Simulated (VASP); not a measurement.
# Al (I4/mmm) in VASP: further runs, part 2 of 2

VASP 6.6.1. Earlier steps stand in the parts before.

### 4 Single point, r2SCAN (strain +0.0050 x Voigt [1, 1, 0, 0, 0, 0])

Contents of POSCAR:

```
Al
1.0
   -1.5991747834      1.5991747834      1.5912186900
    1.5991747834     -1.5991747834      1.5912186900
    1.5991747834      1.5991747834     -1.5912186900
Al
1
Direct
    0.0000000000      0.0000000000      0.0000000000
```

Contents of INCAR.step1:

```
PREC = Accurate ; ENCUT = 520
ISMEAR = 0 ; SIGMA = 0.15
LREAL = False ; LASPH = True
NELM = 80 ; NBANDS = 8
GGA = PE ; ALGO = Normal
EDIFF = 1E-4 ; LWAVE = True
LCHARG = False
```

Contents of INCAR.step2:

```
PREC = Accurate ; ENCUT = 520
EDIFF = 1E-6 ; ISMEAR = 0
SIGMA = 0.15 ; LREAL = False
LASPH = True ; NELM = 80
ALGO = Normal ; ISIF = 2
LWAVE = False ; LCHARG = False
METAGGA = R2SCAN ; LMIXTAU = True
NBANDS = 8 ; ISTART = 1
```

Contents of KPOINTS:

```
Automatic mesh
0
Gamma
  20 20 20
```

On the command line:

```console
cat potpaw_PBE.64/Al/POTCAR > POTCAR
cp INCAR.step1 INCAR
mpirun -np 1 vasp_std > vasp.out
cp INCAR.step2 INCAR
mpirun -np 1 vasp_std > vasp.out
```

Wall time 5.8 min (1 thread of AMD EPYC 7R43 (Zen 3), shared host); peak memory 0.16 GiB.

Results (log left out):

```
Free energy : -6.6255 eV
Pressure    : -0.7 GPa
```

Stress tensor (GPa, compression positive):
```
-0.54  0.00  0.00
 0.00 -0.54  0.00
 0.00  0.00 -0.88
```

Levels at points of the mesh, in eV from the Fermi level:
| k point | band 1 | band 2 | band 3 | band 4 |
| --- | --- | --- | --- | --- |
| (0.00, 0.00, 0.00) | -11.96 | 14.03 | 14.16 | 14.16 |
| (0.50, 0.00, 0.00) | -4.76 | -4.01 | 8.67 | 8.89 |
| (0.50, 0.50, 0.00) | -4.79 | -4.06 | 8.78 | 9.00 |
| (0.50, 0.50, 0.50) | 1.98 | 1.98 | 2.13 | 2.91 |

Caveat: the cell differs from its parent crystal (strain +0.0050 x Voigt [1, 1, 0, 0, 0, 0]); the PAW data sets were made with another functional, which shifts forces and pressure a little.

### 5 Single point, r2SCAN (strain +0.0175 x Voigt [1, 1, 0, 0, 0, 0])

Contents of POSCAR:

```
Al
1.0
   -1.6190650171      1.6190650171      1.5912186900
    1.6190650171     -1.6190650171      1.5912186900
    1.6190650171      1.6190650171     -1.5912186900
Al
1
Direct
    0.0000000000      0.0000000000      0.0000000000
```

Contents of INCAR.step1:

```
SYSTEM = Al
PREC = Accurate ; ENCUT = 520
ISMEAR = 0 ; SIGMA = 0.15
LREAL = .FALSE. ; LASPH = .TRUE.
NELM = 80 ; NBANDS = 8
GGA = PE ; ALGO = Normal
EDIFF = 1E-4 ; LWAVE = .TRUE.
LCHARG = .FALSE.
```

Contents of INCAR.step2:

```
SYSTEM = Al
PREC = Accurate ; ENCUT = 520
EDIFF = 1E-7 ; ISMEAR = 0
SIGMA = 0.15 ; LREAL = .FALSE.
LASPH = .TRUE. ; NELM = 80
ALGO = Normal ; ISIF = 2
LWAVE = .FALSE. ; LCHARG = .TRUE.
METAGGA = R2SCAN ; LMIXTAU = .TRUE.
LELF = .TRUE. ; LVHAR = .TRUE.
NBANDS = 8 ; ISTART = 1
```

Contents of KPOINTS:

```
Automatic mesh
0
G
  20 20 20
  0 0 0
```

Potentials or basis: VASP PAW PBE potentials, release 64 (Al).

On the command line:

```console
cat potpaw_PBE.64/Al/POTCAR > POTCAR
cp INCAR.step1 INCAR
mpirun -np 1 vasp_std > vasp.out
cp INCAR.step2 INCAR
mpirun -np 1 vasp_std > vasp.out
```

OUTCAR:

```text
SYSTEM = Al
   PREC = Accurate
   ENCUT = 520
   EDIFF = 1E-7
   ISMEAR = 0
   LREAL = .FALSE.
   LASPH = .TRUE.
   NELM = 80
   ISIF = 2
   METAGGA = R2SCAN
   ISTART = 1

 ion  position               nearest neighbor table
   1  0.000  0.000  0.000-

  LATTYP: Found a body centered tetragonal cell.
 ALAT       =     3.2381300342
 C/A-ratio  =     0.9828009828

  Lattice vectors:

 A1 = (  -1.6190650171,   1.6190650171,   1.5912186900)
 A2 = (   1.6190650171,  -1.6190650171,   1.5912186900)
 A3 = (   1.6190650171,   1.6190650171,  -1.5912186900)

Analysis of symmetry for initial positions (statically):
=====================================================================
 Subroutine PRICEL returns:
 Original cell was already a primitive cell.

 Routine SETGRP: Setting up the symmetry group for a
 body centered tetragonal supercell.

 Subroutine GETGRP returns: Found 16 space group operations
 (whereof 16 operations were pure point group operations)
 out of a pool of 16 trial point group operations.

The static configuration has the point symmetry D_4h.

Analysis of symmetry for dynamics (positions and initial velocities):
=====================================================================
 Subroutine PRICEL returns:
 Original cell was already a primitive cell.

 Routine SETGRP: Setting up the symmetry group for a
 body centered tetragonal supercell.

 Subroutine GETGRP returns: Found 16 space group operations
 (whereof 16 operations were pure point group operations)
 out of a pool of 16 trial point group operations.

The dynamic configuration has the point symmetry D_4h.

 Subroutine INISYM returns: Found 16 space group operations
 (whereof 16 operations are pure point group operations),
 and found     1 'primitive' translations

----------------------------------------------------------------------------------------

                                     Primitive cell

  volume of cell :      16.6847

  direct lattice vectors                    reciprocal lattice vectors
    -1.619065017  1.619065017  1.591218690     0.000000000  0.308820211  0.314224565
     1.619065017 -1.619065017  1.591218690     0.308820211  0.000000000  0.314224565
     1.619065017  1.619065017 -1.591218690     0.308820211  0.308820211  0.000000000

  length of vectors
     2.788318486  2.788318486  2.788318486     0.440575759  0.440575759  0.436737731

  position of ions in fractional coordinates (direct lattice)
     0.000000000  0.000000000  0.000000000

  ion indices of the primitive-cell ions
   primitive index   ion index
                 1           1

----------------------------------------------------------------------------------------

 KPOINTS: Automatic mesh

Automatic generation of k-mesh.
 Grid dimensions read from file:
 generate k-points for:   20   20   20

 Generating k-lattice:

  Cartesian coordinates                     Fractional coordinates (reciprocal lattice)
     0.000000000  0.015441011  0.015711228     0.050000000  0.000000000  0.000000000
     0.015441011  0.000000000  0.015711228     0.000000000  0.050000000  0.000000000
     0.015441011  0.015441011  0.000000000     0.000000000  0.000000000  0.050000000

  Length of vectors
     0.022028788  0.022028788  0.021836887

  Shift w.r.t. Gamma in fractional coordinates (k-lattice)
     0.000000000  0.000000000  0.000000000

 Subroutine IBZKPT returns following result:
 ===========================================

 Found    641 irreducible k-points:

 Following reciprocal coordinates:
            Coordinates               Weight
  0.000000  0.000000  0.000000      1.000000
  0.050000 -0.000000  0.000000      8.000000
  0.100000  0.000000  0.000000      8.000000
  0.150000 -0.000000  0.000000      8.000000
  0.200000  0.000000  0.000000      8.000000
  0.250000 -0.000000  0.000000      8.000000
[... 16 lines left out ...]
 -0.400000  0.050000  0.000000     16.000000
 -0.350000  0.050000  0.000000     16.000000
 [... further k-points ...]
   k-points           NKPTS =    641   k-points in BZ     NKDIM =    641   number of bands    NBANDS=      8
   number of dos      NEDOS =    301   number of ions     NIONS =      1
   total plane-waves  NPLWV =  13824
   dimension x,y,z NGX =    24 NGY =   24 NGZ =   24
   dimension x,y,z NGXF=    48 NGYF=   48 NGZF=   48
   ions per type =               1
   NGX,Y,Z   is equivalent  to a cutoff of  14.31, 14.31, 14.31 a.u.
   NGXF,Y,Z  is equivalent  to a cutoff of  28.62, 28.62, 28.62 a.u.
 SYSTEM =  Al
   PREC   = accura    normal or accurate (medium, high low for compatibility)
   ISTART =      1    job   : 0-new  1-cont  2-samecut
   ICHARG =      0    charge: 1-file 2-atom 10-const
   ISPIN  =      1    spin polarized calculation?
   LNONCOLLINEAR =      F non collinear calculations
   LSORBIT =      F    spin-orbit coupling
   LASPH  =      T    aspherical Exc in radial PAW
   ENCUT  =  520.0 eV  38.22 Ry    6.18 a.u.   5.18  5.18  5.18*2*pi/ulx,y,z
   NELM   =     80;   NELMIN=  2; NELMDL=  0     # of ELM steps
   EDIFF  = 0.1E-06   stopping-criterion for ELM
   LREAL  =      F    real-space projection
   EDIFFG = 0.1E-05   stopping-criterion for IOM
   NSW    =      0    number of steps for IOM
   IBRION =     -1    ionic relax: 0-MD 1-quasi-New 2-CG
   NFREE  =      0    steps in history (QN), initial steepest desc. (CG)
   ISIF   =      2    stress and relaxation
   ISYM   =      2    0-nonsym 1-usesym 2-fastsym
   POTIM  = 0.5000    time-step for ionic-motion
   TEBEG  =    0.0;   TEEND  =   0.0 temperature during run
   PSTRESS=    0.0 pullay stress
   NELECT =       3.0000    total number of electrons
   NUPDOWN=      -1.0000    fix difference up-down
   EMIN   =  10.00;   EMAX   =-10.00  energy-range for DOS
   EFERMI =   0.00;   METHOD = LEGACY
   ISMEAR =     0;   SIGMA  =   0.15  broadening in eV -4-tet -1-fermi 0-gaus
   EFERMI_NEDOS =   21; number of points for ismear=-14 and -15
   IALGO  =     38    algorithm
   IMIX   =      4    mixing-type and parameters
     AMIX     =   0.40;   BMIX     =  1.00
     AMIX_MAG =   1.60;   BMIX_MAG =  1.00
  volume/ion in A,a.u.               =      16.68       112.59
  Fermi-wavevector in a.u.,A,eV,Ry     =   0.924008  1.746122 11.616531  0.853791
  Thomas-Fermi vector in A             =   2.049707
   LORBIT       =      0    0 simple, 1 ext, 2 COOP (PROOUT), +10 PAW based schemes
   METAGGA = R2SCAN    functional components
   LHFCALC =     F    Hartree Fock is set to
   AEXX    =    0.0000 exact exchange contribution
   IVDW    =     0    specifies the selected vdW correction
   LEPSILON=     F    determine dielectric tensor
   LRPA    =     F    only Hartree local field effects (RPA)
 non-spin polarized calculation
 Gauss-broadening in eV      SIGMA  =   0.15
  energy-cutoff  :      520.00
  volume of cell :       16.68
 maximum number of plane-waves:       466
 NGX is ok and might be reduce to    24
   NGX = 11   NGY = 11   NGZ = 11

 number of electron       3.0000000 magnetization

 Free energy of the ion-electron system (eV)
  ---------------------------------------------------
  ext. energy  EPLUGINS =         0.00000000
  ---------------------------------------------------
  free energy    TOTEN  =        -6.62190400 eV

  energy without entropy =       -6.61686148  energy(sigma->0) =       -6.61938274

 E-fermi :   7.9160     XC(G=0): -10.8826

 val. band max:        7.9132400635   @ k =   0.4500   0.2500   0.0500
 cond. band min:       7.9160459167   @ k =   0.3500   0.2500   0.1500
 fundamental gap:      0.0028058532
 Fermi energy:         7.9159757551

 k-point     1 :       0.0000    0.0000    0.0000
  band No.  band energies     occupation
      1      -3.8664      2.00000
      2      21.5992      0.00000
      3      22.0319      0.00000
      4      22.0319      0.00000
      5      23.5764      0.00000
      6      23.5764      0.00000
      7      23.7902      0.00000
      8      24.8253      0.00000
[... 243 lines left out ...]
 k-point    24 :      -0.3500    0.0500    0.0000
  band No.  band energies     occupation
      1      -0.6211      2.00000
      2       9.6316      0.00000
      3      15.9934      0.00000
      4      17.5098      0.00000
      5      19.6185      0.00000
      6      21.5399      0.00000
      7      27.0075      0.00000
      8      28.8093      0.00000

 [... further k-points ...]

------------------------ aborting loop because EDIFF is reached ----------------------------------------

  FORCE on cell =-STRESS in cart. coord.  units (eV):
  Direction    XX          YY          ZZ          XY          YZ          ZX
  --------------------------------------------------------------------------------------
  -------------------------------------------------------------------------------------
  Total       -0.2329448     -0.2329448     -0.3318967      0.0000000     -0.0000000      0.0000000
  in kB      -22.3689309    -22.3689309    -31.8709541      0.0000000     -0.0000000      0.0000000
  external PRESSURE =     -25.5362719 kB  Pullay stress =       0.0000000 kB

 VOLUME and BASIS-vectors are now :
 -----------------------------------------------------------------------------
  energy-cutoff  :      520.00
  volume of cell :       16.68
      direct lattice vectors                 reciprocal lattice vectors
    -1.619065017  1.619065017  1.591218690     0.000000000  0.308820211  0.314224565
     1.619065017 -1.619065017  1.591218690     0.308820211  0.000000000  0.314224565
     1.619065017  1.619065017 -1.591218690     0.308820211  0.308820211  0.000000000

 POSITION                                       TOTAL-FORCE (eV/Angst)
 -----------------------------------------------------------------------------------
      0.00000      0.00000      0.00000        -0.000000      0.000000     -0.000000
 -----------------------------------------------------------------------------------
    total drift:                                0.000000     -0.000000     -0.000000

  FREE ENERGIE OF THE ION-ELECTRON SYSTEM (eV)
  ---------------------------------------------------
  free  energy   TOTEN  =        -6.6219039972 eV

  energy  without entropy=       -6.6168614760  energy(sigma->0) =       -6.61938274
```

OUTCAR.step1:

```text
SYSTEM = Al
   PREC = Accurate
   ENCUT = 520
   ISMEAR = 0
   LREAL = .FALSE.
   LASPH = .TRUE.
   NELM = 80
[... 482 lines left out ...]
 -----------------------------------------------------------------------------------
      0.00000      0.00000      0.00000         0.000000      0.000000      0.000000
 -----------------------------------------------------------------------------------
    total drift:                                0.000000      0.000000      0.000000

  FREE ENERGIE OF THE ION-ELECTRON SYSTEM (eV)
  ---------------------------------------------------
  free  energy   TOTEN  =        -3.6516174697 eV

  energy  without entropy=       -3.6466177514  energy(sigma->0) =       -3.64911761
```

Wall time 5.5 min (1 thread of AMD EPYC 7R43 (Zen 3), shared host); peak memory 0.16 GiB.

Results:

* Free energy: -6.6219 eV
* Pressure: -2.6 GPa

Stress tensor (GPa, compression positive):
```
-2.24  0.00  0.00
 0.00 -2.24  0.00
 0.00  0.00 -3.19
```

Caveat: the cell differs from its parent crystal (strain +0.0175 x Voigt [1, 1, 0, 0, 0, 0]); the PAW data sets were made with another functional, which shifts forces and pressure a little.

### 6 Single point, r2SCAN (strain +0.0200 x Voigt [1, 1, 0, 0, 0, 0])

Contents of POSCAR:

```
Al
1.0
   -1.6230430638      1.6230430638      1.5912186900
    1.6230430638     -1.6230430638      1.5912186900
    1.6230430638      1.6230430638     -1.5912186900
Al
1
Direct
    0.0000000000      0.0000000000      0.0000000000
```

Contents of INCAR.step1:

```
SYSTEM = Al
  PREC = Accurate
  ENCUT = 520
  ISMEAR = 0
  SIGMA = 0.15
  LREAL = .FALSE.
  LASPH = .TRUE.
  NELM = 60
  NBANDS = 8
  GGA = PE
  ALGO = Normal
  EDIFF = 1E-4
  LWAVE = .TRUE.
  LCHARG = .FALSE.
```

Contents of INCAR.step2:

```
SYSTEM = Al
  PREC = Accurate
  ENCUT = 520
  EDIFF = 1E-6
  ISMEAR = 0
  SIGMA = 0.15
  LREAL = .FALSE.
  LASPH = .TRUE.
  NELM = 60
  ALGO = Normal
  ISIF = 2
  LWAVE = .FALSE.
  LCHARG = .TRUE.
  METAGGA = R2SCAN
  LMIXTAU = .TRUE.
  LELF = .TRUE.
  LVHAR = .TRUE.
  NBANDS = 8
  ISTART = 1
```

Contents of KPOINTS:

```
regular mesh
0
G
  20 20 20
  0 0 0
```

Potentials or basis: VASP PAW PBE potentials, release 64 (Al).

On the command line:

```console
cat potpaw_PBE.64/Al/POTCAR > POTCAR
cp INCAR.step1 INCAR
mpirun -np 1 vasp_std > vasp.out
cp INCAR.step2 INCAR
mpirun -np 1 vasp_std > vasp.out
```

OUTCAR:

```text
SYSTEM = Al
   PREC = Accurate
   ENCUT = 520
   EDIFF = 1E-6
   ISMEAR = 0
   LREAL = .FALSE.
   LASPH = .TRUE.
   NELM = 60
   ISIF = 2
   METAGGA = R2SCAN
   ISTART = 1

 ion  position               nearest neighbor table
   1  0.000  0.000  0.000-

  LATTYP: Found a body centered tetragonal cell.
 ALAT       =     3.2460861276
 C/A-ratio  =     0.9803921569

  Lattice vectors:

 A1 = (  -1.6230430638,   1.6230430638,   1.5912186900)
 A2 = (   1.6230430638,  -1.6230430638,   1.5912186900)
[... 444 lines left out ...]
      8      28.6877      0.00000

 [... further k-points ...]

------------------------ aborting loop because EDIFF is reached ----------------------------------------

  FORCE on cell =-STRESS in cart. coord.  units (eV):
  Direction    XX          YY          ZZ          XY          YZ          ZX
  --------------------------------------------------------------------------------------
  -------------------------------------------------------------------------------------
  Total       -0.2681317     -0.2681317     -0.3765472      0.0000000      0.0000000      0.0000000
  in kB      -25.6217465    -25.6217465    -35.9815679      0.0000000      0.0000000      0.0000000
  external PRESSURE =     -29.0750203 kB  Pullay stress =       0.0000000 kB

 VOLUME and BASIS-vectors are now :
 -----------------------------------------------------------------------------
  energy-cutoff  :      520.00
  volume of cell :       16.77
      direct lattice vectors                 reciprocal lattice vectors
    -1.623043064  1.623043064  1.591218690     0.000000000  0.308063299  0.314224565
     1.623043064 -1.623043064  1.591218690     0.308063299  0.000000000  0.314224565
     1.623043064  1.623043064 -1.591218690     0.308063299  0.308063299  0.000000000

 POSITION                                       TOTAL-FORCE (eV/Angst)
 -----------------------------------------------------------------------------------
      0.00000      0.00000      0.00000        -0.000000     -0.000000      0.000000
 -----------------------------------------------------------------------------------
    total drift:                                0.000000      0.000000      0.000000

  FREE ENERGIE OF THE ION-ELECTRON SYSTEM (eV)
  ---------------------------------------------------
  free  energy   TOTEN  =        -6.6206635475 eV

  energy  without entropy=       -6.6156999507  energy(sigma->0) =       -6.61818175
```

OSZICAR.step1:

```text
N       E                     dE             d eps       ncg     rms          rms(c)
DAV:   1    -0.227513641703E+01   -0.22751E+01   -0.85023E+02 10272   0.204E+02
DAV:   2    -0.366912085554E+01   -0.13940E+01   -0.13543E+01 14352   0.188E+01
DAV:   3    -0.367611221738E+01   -0.69914E-02   -0.69847E-02 12544   0.146E+00
DAV:   4    -0.367613191541E+01   -0.19698E-04   -0.19698E-04 15184   0.704E-02
DAV:   5    -0.367613198138E+01   -0.65971E-07   -0.65146E-07 12736   0.263E-03    0.122E+00
DAV:   6    -0.366199557742E+01    0.14136E-01   -0.20336E-03 11352   0.204E-01    0.704E-01
DAV:   7    -0.365216307930E+01    0.98325E-02   -0.60199E-03 11248   0.329E-01    0.137E-01
DAV:   8    -0.365215606232E+01    0.70170E-05   -0.20984E-05 13128   0.315E-02
   1 F= -.36521561E+01 E0= -.36496630E+01  d E =-.498607E-02
```

Run time: 4.9 min. Hardware: 1 thread of AMD EPYC 7R43 (Zen 3), shared host; peak memory 0.16 GiB.

What came out:

```
Free energy : -6.6207 eV
Pressure    : -2.9 GPa
```

Caveat: the cell differs from its parent crystal (strain +0.0200 x Voigt [1, 1, 0, 0, 0, 0]); the PAW data sets were made with another functional, which shifts forces and pressure a little.

### 7 Overview

| cell | gap on the mesh (eV) | pressure (GPa) |
| --- | --- | --- |
| a = 2.738 Å, angles 109.7, 109.7, 108.9°, 1 atom | none | 1.9 |
| a = 2.747 Å, angles 109.6, 109.6, 109.2°, 1 atom | none | 1.0 |
| a = 2.765 Å, angles 109.3, 109.3, 109.7°, 1 atom | none | -0.7 |
| a = 2.788 Å, angles 109.0, 109.0, 110.4°, 1 atom | none | -2.6 |
| a = 2.793 Å, angles 108.9, 108.9, 110.5°, 1 atom | none | -2.9 |

Alike in all rows: task single point; level r2SCAN; potentials or basis VASP PAW PBE potentials, release 64 (Al); no spin polarisation; k mesh 20 × 20 × 20; cutoff (eV) 520; smearing gaussian 0.15 eV.

Caveats: the PAW data sets were made with another functional, which shifts forces and pressure a little.

Total energies depend on the potentials used, so only differences within one code and one set of settings carry meaning.
